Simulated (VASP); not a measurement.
# AlN (P3m1) in VASP: notebook, part 2 of 2

VASP 6.6.1.

## 3. Relaxation of cell and atoms, PBE

Contents of INCAR:

```
SYSTEM = AlN
PREC = Accurate
ENCUT = 600
EDIFF = 1E-6
ISMEAR = 0
SIGMA = 0.02
LREAL = .FALSE.
LASPH = .TRUE.
NELM = 100
ALGO = Normal
ISIF = 3
LWAVE = .FALSE.
LCHARG = .FALSE.
GGA = PE
IBRION = 2
NSW = 65
EDIFFG = -0.01
```

Contents of KPOINTS:

```
Automatic mesh
0
G
  9 9 3
  0 0 0
```

Contents of POSCAR:

```
AlN
1.0
    3.1301886382      0.0000000000      0.0000000000
   -1.5650943191      2.7108228793      0.0000000000
    0.0000000000      0.0000000000     12.5454034271
Al N
5 5
Direct
    0.0000000000      0.0000000000      0.0000000000
    0.3333333333      0.6666666667      0.2000000000
    0.6666666667      0.3333333333      0.4000000000
    0.3333333333      0.6666666667      0.6000000000
    0.6666666667      0.3333333333      0.8000000000
    0.0000000000      0.0000000000      0.1500000000
    0.3333333333      0.6666666667      0.3500000000
    0.6666666667      0.3333333333      0.5500000000
    0.3333333333      0.6666666667      0.7500000000
    0.6666666667      0.3333333333      0.9500000000
```

Potentials or basis: VASP PAW PBE potentials, release 64 (Al, N).

On the command line:

```console
cat potpaw_PBE.64/Al/POTCAR potpaw_PBE.64/N/POTCAR > POTCAR
mpirun -np 1 vasp_std > vasp.out
```

OUTCAR:

```text
SYSTEM = AlN
   PREC = Accurate
   ENCUT = 600
   EDIFF = 1E-6
   ISMEAR = 0
   LREAL = .FALSE.
   LASPH = .TRUE.
   NELM = 100
   ISIF = 3
   GGA = PE
   IBRION = 2
   NSW = 65
   EDIFFG = -0.01

 ion  position               nearest neighbor table
   1  0.000  0.000  0.000-   6 1.88  10 1.91  10 1.91  10 1.91   5 3.09   2 3.09   5 3.09   2 3.09
                             5 3.09   2 3.09
   2  0.333  0.667  0.200-   7 1.88   6 1.91   6 1.91   6 1.91   3 3.09   3 3.09   1 3.09   1 3.09
                             1 3.09   3 3.09
   3  0.667  0.333  0.400-   8 1.88   7 1.91   7 1.91   7 1.91   2 3.09   4 3.09   2 3.09   4 3.09
                             2 3.09   4 3.09
   4  0.333  0.667  0.600-   9 1.88   8 1.91   8 1.91   8 1.91   5 3.09   3 3.09   5 3.09   3 3.09
                             5 3.09   3 3.09
   5  0.667  0.333  0.800-  10 1.88   9 1.91   9 1.91   9 1.91   4 3.09   4 3.09   1 3.09   1 3.09
                             1 3.09   4 3.09
   6  0.000  0.000  0.150-   1 1.88   2 1.91   2 1.91   2 1.91
   7  0.333  0.667  0.350-   2 1.88   3 1.91   3 1.91   3 1.91
   8  0.667  0.333  0.550-   3 1.88   4 1.91   4 1.91   4 1.91
   9  0.333  0.667  0.750-   4 1.88   5 1.91   5 1.91   5 1.91
  10  0.667  0.333  0.950-   5 1.88   1 1.91   1 1.91   1 1.91

  LATTYP: Found a hexagonal cell.
 ALAT       =     3.1301886382
 C/A-ratio  =     4.0078745651

  Lattice vectors:

 A1 = (   3.1301886382,   0.0000000000,   0.0000000000)
 A2 = (  -1.5650943191,   2.7108228793,   0.0000000000)
 A3 = (   0.0000000000,   0.0000000000,  12.5454034271)

Analysis of symmetry for initial positions (statically):
=====================================================================
 Subroutine PRICEL returns:
 Original cell was already a primitive cell.

 Routine SETGRP: Setting up the symmetry group for a
 hexagonal supercell.

 Subroutine GETGRP returns: Found  6 space group operations
[... 168 lines left out ...]
  volume of cell :      106.45
 maximum number of plane-waves:      3578
 NGX is ok and might be reduce to    28
   NGX = 13   NGY = 13   NGZ = 51

--------------------------------------- Ionic step        1  -------------------------------------------

 number of electron      40.0000005 magnetization

 Free energy of the ion-electron system (eV)
  ---------------------------------------------------
  ext. energy  EPLUGINS =         0.00000000
  ---------------------------------------------------
  free energy    TOTEN  =       -74.29622134 eV

  energy without entropy =      -74.29622134  energy(sigma->0) =      -74.29622134

------------------------ aborting loop because EDIFF is reached ----------------------------------------

  FORCE on cell =-STRESS in cart. coord.  units (eV):
  Direction    XX          YY          ZZ          XY          YZ          ZX
  --------------------------------------------------------------------------------------
  -------------------------------------------------------------------------------------
  Total       -1.4555518     -1.4555518      2.9445674      0.0000000      0.0000000     -0.0000000
  in kB      -21.9069519    -21.9069519     44.3175552      0.0000000      0.0000000     -0.0000000
  external PRESSURE =       0.1678838 kB  Pullay stress =       0.0000000 kB
[... 113 lines left out ...]
  FREE ENERGIE OF THE ION-ELECTRON SYSTEM (eV)
  ---------------------------------------------------
  free  energy   TOTEN  =       -74.3223779614 eV

  energy  without entropy=      -74.3223779614  energy(sigma->0) =      -74.32237796

[... ionic steps 4 to 8 ...]

--------------------------------------- Ionic step        9  -------------------------------------------

 number of electron      40.0000004 magnetization

------------------------ aborting loop because EDIFF is reached ----------------------------------------
[... 83 lines left out ...]
--------------------------------------- Ionic step       11  -------------------------------------------

 number of electron      40.0000004 magnetization

 Free energy of the ion-electron system (eV)
  ---------------------------------------------------
  ext. energy  EPLUGINS =         0.00000000
  ---------------------------------------------------
  free energy    TOTEN  =       -74.32390662 eV

  energy without entropy =      -74.32390662  energy(sigma->0) =      -74.32390662

 E-fermi :   5.9265     XC(G=0): -10.8378

 val. band max:        5.8447522847   @ k =   0.0000   0.0000   0.0000
 cond. band min:       9.6507777548   @ k =   0.4444  -0.0000   0.3333
 fundamental gap:      3.8060254701
 Fermi energy:         5.9265394401

 k-point     1 :       0.0000    0.0000    0.0000
  band No.  band energies     occupation
      1      -9.1064      2.00000
      2      -8.5420      2.00000
      3      -8.5225      2.00000
      4      -7.3901      2.00000
      5      -7.2907      2.00000
      6       0.4611      2.00000
[... 685 lines left out ...]
     25      13.0392      0.00000
     26      14.5526      0.00000

 [... further k-points ...]
[... 5 lines left out ...]
  --------------------------------------------------------------------------------------
  -------------------------------------------------------------------------------------
  Total        0.0393264      0.0393264      0.0360710      0.0000000     -0.0000000     -0.0000000
  in kB        0.5922575      0.5922575      0.5432317      0.0000000     -0.0000000     -0.0000000
  external PRESSURE =       0.5759155 kB  Pullay stress =       0.0000000 kB
[... 25 lines left out ...]
  FREE ENERGIE OF THE ION-ELECTRON SYSTEM (eV)
  ---------------------------------------------------
  free  energy   TOTEN  =       -74.3239066196 eV

  energy  without entropy=      -74.3239066196  energy(sigma->0) =      -74.32390662

 reached required accuracy - stopping structural energy minimisation
```

It took 5.2 min on 1 thread of Intel Xeon Platinum 8559C (Emerald Rapids), shared host; peak memory 0.31 GiB.

What came out:

```yaml
Free_energy: -74.3239 eV
Relaxed_volume: 10.64 Å³/atom
Relaxed_cell: a = 3.117 Å, b = 3.117 Å, c = 12.646 Å, α = 90.00°, β = 90.00°, γ = 120.00°
Space_group_after_relaxing_to_0.05_Å: P3m1 (No. 156)
Energy_gained_by_relaxing: 2.8 meV/atom
Ionic_steps: 11
Pressure_after_relaxing: 0.1 GPa
Largest_force_after_relaxing: 0.009 eV/Å
Band_gap_on_the_k_mesh: 3.81 eV, indirect (least direct gap 4.02 eV)
```

Forces on the atoms (eV/Å):
```
Al   0.000  0.000  0.003
Al   0.000  0.000 -0.003
Al   0.000  0.000 -0.006
Al   0.000  0.000  0.002
Al   0.000  0.000  0.008
N    0.000  0.000  0.000
N    0.000  0.000  0.001
N    0.000  0.000  0.006
N    0.000  0.000 -0.009
N    0.000  0.000 -0.002
```

Step by step:
| step | energy change (eV) | largest force (eV/Å) | pressure (GPa) | volume (Å³) |
| --- | --- | --- | --- | --- |
| 1 | 0.0000 | 0.4525 | 0.02 | 106.45 |
| 2 | -0.0040 | 0.3964 | 0.06 | 106.45 |
| 3 | -0.0262 | 0.0892 | -0.08 | 106.46 |
| 4 | -0.0262 | 0.0821 | -0.08 | 106.46 |
| 5 | -0.0271 | 0.0521 | 0.06 | 106.38 |
| 6 | -0.0273 | 0.0539 | 0.17 | 106.32 |
| 7 | -0.0275 | 0.0503 | -0.10 | 106.47 |
| 8 | -0.0275 | 0.0412 | -0.04 | 106.44 |
| 9 | -0.0277 | 0.0128 | -0.06 | 106.45 |
| 10 | -0.0277 | 0.0165 | -0.06 | 106.45 |
| 11 | -0.0277 | 0.0094 | 0.06 | 106.39 |

Final structure:
```cif
data_structure
_symmetry_space_group_name_H-M 'P 1'
_symmetry_Int_Tables_number 1
_cell_length_a 3.1167
_cell_length_b 3.1167
_cell_length_c 12.6460
_cell_angle_alpha 90.000
_cell_angle_beta 90.000
_cell_angle_gamma 120.000
_cell_volume 106.39
loop_
_atom_site_label
_atom_site_type_symbol
_atom_site_fract_x
_atom_site_fract_y
_atom_site_fract_z
_atom_site_occupancy
Al1 Al 0.00000 0.00000 0.99926 1
Al2 Al 0.33333 0.66667 0.19992 1
Al3 Al 0.66667 0.33333 0.40054 1
Al4 Al 0.33333 0.66667 0.59951 1
Al5 Al 0.66667 0.33333 0.79856 1
N1 N 0.00000 0.00000 0.15049 1
N2 N 0.33333 0.66667 0.35112 1
N3 N 0.66667 0.33333 0.55087 1
N4 N 0.33333 0.66667 0.74994 1
N5 N 0.66667 0.33333 0.94981 1
```

Levels at points of the mesh, in eV from the valence-band top:
| k point | band 16 | band 17 | band 18 | band 19 | band 20 | band 21 | band 22 | band 23 | band 24 | band 25 |
| --- | --- | --- | --- | --- | --- | --- | --- | --- | --- | --- |
| (0.00, 0.00, 0.00) | -0.25 | -0.25 | -0.05 | -0.05 | 0.00 | 4.02 | 5.79 | 5.86 | 6.76 | 7.07 |
